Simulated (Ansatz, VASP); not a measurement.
**KF in VASP and in Ansatz**

```
K F
1.0
     4.92588    0.00000    0.00000
    -2.46294    4.26594    0.00000
     0.00000    0.00000    4.74645
K F
1 1
Direct
  0.00000 0.00000 0.64214
  0.00000 0.00000 0.14132
```

Alike in both runs: functional PBE; k mesh 4 × 4 × 3; occupations gaussian, width 0.15 eV; no spin polarisation.

Ansatz relaxed the structure, and its values are those at the end. VASP's run is a single point on that final structure, the one shown.

```csv
,VASP,Ansatz
version,VASP 6.6.1,Ansatz 0.2.0
potentials or method,"VASP PAW PBE potentials, release 64 (K_sv, F), cutoff 600 eV","scalar-relativistic, plane waves, PAW"
valence electrons in the cell,16,16
```

```tsv
	VASP	Ansatz	Ansatz less VASP
gap on the k mesh at the Fermi level (eV)	3.23	3.24	+0.013
least direct gap on the mesh (eV)	3.24	3.25	+0.013
pressure (GPa)	0.3	0.2	-0.01
rms of the force components (eV/Å)	0.014	0.014	-0.0006
```

The functional is the same, so the differences come from potentials, cutoffs and numerics.

The k mesh is coarse, so the values compare programs but aren't converged.
